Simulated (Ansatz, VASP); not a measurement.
Two plane-wave programs on Rh

```
Rh
1.0
    -1.36295    1.36295    1.89128
     1.36295   -1.36295    1.89128
     1.36295    1.36295   -1.89128
Rh
1
Direct
  0.00000 0.00000 0.00000
```

Alike in both runs: task relaxation of cell and atoms; functional PBE; k mesh 28 × 28 × 28; occupations gaussian, width 0.1 eV; no spin polarisation.

|  | VASP | Ansatz |
| --- | --- | --- |
| version | VASP 6.6.1 | Ansatz 0.2.0 |
| potentials or method | VASP PAW PBE potentials, release 64 (Rh_pv), cutoff 600 eV | scalar-relativistic, plane waves, PAW |
| valence electrons in the cell | 15 | 17 |

```tsv
	VASP	Ansatz	Ansatz less VASP
gap on the k mesh at the Fermi level, each at its own relaxed structure (eV)	none	none	-
relaxed volume (Å³/atom)	14.04	14.04	+0.006
relaxed length of the cell vector where the two differ most in proportion (Å)	2.708	2.708	+0.0002
```

A gap of «none» marks a metal or a gap that the smearing closes. VASP's potentials hold 15 valence electrons a cell and Ansatz's 17, so a difference there can come from the potentials and not from the codes.
